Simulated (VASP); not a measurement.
Wanted: the native input for a VASP 6.6.1 run.

```yaml
Task: single point
Functional: PBE
Potentials_or_basis: VASP PAW PBE potentials, release 64 (C)
Cutoff: 600 eV
k_mesh: 6 × 6 × 6
Occupations: gaussian, width 0.1 eV
Spin: collinear spin
Starting_moments: "[1.0, 1.0, 1.0, 1.0, 1.0, 1.0, 1.0, 1.0] μB"
Dipole_correction: no
Further_INCAR_settings: ALGO = Normal; EDIFF = 1e-06; NBANDS = 30
```

The structure of C lies in POSCAR:

```
C
1.0
   -3.0954292900      3.0954292900      2.0620170100
    3.0954292900     -3.0954292900      2.0620170100
    3.0954292900      3.0954292900     -2.0620170100
C
8
Direct
    0.8332684200      0.0000000600      0.8332683600
    0.1667317000      0.0000000600      0.1667316400
    0.7500000600      0.4167317000      0.6667316400
    0.7500000600      0.0832684200      0.3332683600
    0.5832683000      0.2499999400      0.3332683600
    0.9167315800      0.2499999400      0.6667316400
    0.9999999400      0.8332683000      0.8332683600
    0.9999999400      0.1667315800      0.1667316400
```

The cell was generated, and may not be a known phase.

These files were run (other wordings do the same):

INCAR

```
SYSTEM = C
PREC = Accurate ; ENCUT = 600
EDIFF = 1E-6 ; ISMEAR = 0
SIGMA = 0.1 ; LREAL = .False.
LASPH = .True. ; NELM = 200
ALGO = Normal ; ISIF = 2
LWAVE = .False. ; LCHARG = .False.
ISPIN = 2 ; MAGMOM = 1 1 1 1 1 1 1 1
LORBIT = 11 ; GGA = PE
NBANDS = 30 ; GGA_COMPAT = .False.
```

KPOINTS

```
Automatic mesh
0
Gamma
  6 6 6
  0 0 0
```

Potentials or basis: VASP PAW PBE potentials, release 64 (C).

Command:

```sh
$ cat potpaw_PBE.64/C/POTCAR > POTCAR
$ mpirun -np 1 vasp_std > vasp.out
```

Results of the run:

The pressure is 4.9 GPa. The largest force is 5.805 eV/Å and the band gap on the k mesh is zero (filled and empty bands touch). The net moment is 0.00 μB per cell. The valence electrons inside the program's atomic spheres are C 2.55.

Caveat: the stress differs along the axes, from -24 to 19 GPa; this functional lacks dispersion, which binds layers or chains, so the pressure and a relaxed spacing across them are unreliable; forces of over 1 eV/Å act on the atoms, so gaps and moduli don't describe the material at rest.

Wall time 90 s on 1 thread of AMD EPYC 9R45 96-Core Processor (Zen 5), on a shared host, peak memory 0.3 GiB.
